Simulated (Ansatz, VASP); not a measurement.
**Two plane-wave programs on Ta**

The input POSCAR:

```
Ta
1.0
   -1.6533592789      1.6533592789      1.6533592789
    1.6533592789     -1.6533592789      1.6533592789
    1.6533592789      1.6533592789     -1.6533592789
Ta
1
Direct
    0.0000000000      0.0000000000      0.0000000000
```

The input INCAR.step1:

```
SYSTEM = Ta
ALGO     = Normal         ! electronic algorithm
EDIFF    = 1E-4           ! SCF threshold, eV
ENCUT    = 520            ! plane-wave cutoff, eV
GGA      = PE             ! functional
ISMEAR   = -1             ! smearing method
LASPH    = .TRUE.         ! aspherical terms in the spheres
LCHARG   = .FALSE.        ! write CHGCAR
LREAL    = .FALSE.        ! projectors in reciprocal space
LWAVE    = .TRUE.         ! write WAVECAR
NBANDS   = 12             ! bands
NELM     = 80             ! most SCF steps
PREC     = Accurate       ! precision mode
SIGMA    = 0.1            ! smearing width, eV
```

File INCAR.step2:

```
SYSTEM = Ta
ALGO     = Normal         ! electronic algorithm
EDIFF    = 1E-6           ! SCF threshold, eV
ENCUT    = 520            ! plane-wave cutoff, eV
ISIF     = 2              ! what is computed and relaxed
ISMEAR   = -1             ! smearing method
ISTART   = 1            
LASPH    = .TRUE.         ! aspherical terms in the spheres
LCHARG   = .FALSE.        ! write CHGCAR
LMIXTAU  = .TRUE.       
LREAL    = .FALSE.        ! projectors in reciprocal space
LWAVE    = .FALSE.        ! write WAVECAR
METAGGA  = R2SCAN         ! meta-GGA
NBANDS   = 12             ! bands
NELM     = 80             ! most SCF steps
PREC     = Accurate       ! precision mode
SIGMA    = 0.1            ! smearing width, eV
```

Contents of KPOINTS:

```
k-points
0
G
  14 14 14
  0 0 0
```

Input for Ansatz:

```yaml
crystal:
  lattice:
    - [-1.6533592789, 1.6533592789, 1.6533592789]
    - [1.6533592789, -1.6533592789, 1.6533592789]
    - [1.6533592789, 1.6533592789, -1.6533592789]
  atoms:
    - { symbol: Ta, position: [0.0, 0.0, 0.0] }
hamiltonian:
  xc: r2scan
  pseudopotentials:
    kind: paw
    azcp:
      Ta: "pseudopotentials/Ta.paw.azcp"
basis:
  ecutwfc: 500
  fft_grid_basis: typed
kpoints:
  mp_grid: { grid: [14, 14, 14], shift: [0, 0, 0] }
magnetization:
  spin_polarized: false
scf:
  occupations: { method: fermi_dirac, width: 0.1 }
  lower_state_search: "off"
output:
  stress: true
```

Alike in both runs: task single point; functional r2SCAN; k mesh 14 × 14 × 14; occupations fermi-dirac, width 0.1 eV; no spin polarisation.

|  | VASP | Ansatz |
| --- | --- | --- |
| version | VASP 6.6.1 | Ansatz 0.2.0 |
| potentials or method | VASP PAW PBE potentials, release 64 (Ta_pv), cutoff 520 eV | plane waves (500 eV) with PAW, scalar-relativistic |
| valence electrons in the cell | 11 | 13 |

|  | VASP | Ansatz | Ansatz less VASP |
| --- | --- | --- | --- |
| pressure (GPa) | 0.3 | -0.4 | -0.65 |

VASP's potentials were made for PBE, not for r2SCAN. VASP's potentials hold 11 valence electrons a cell and Ansatz's 13, so a difference there can come from the potentials and not from the codes.

Spin-orbit coupling is off throughout.
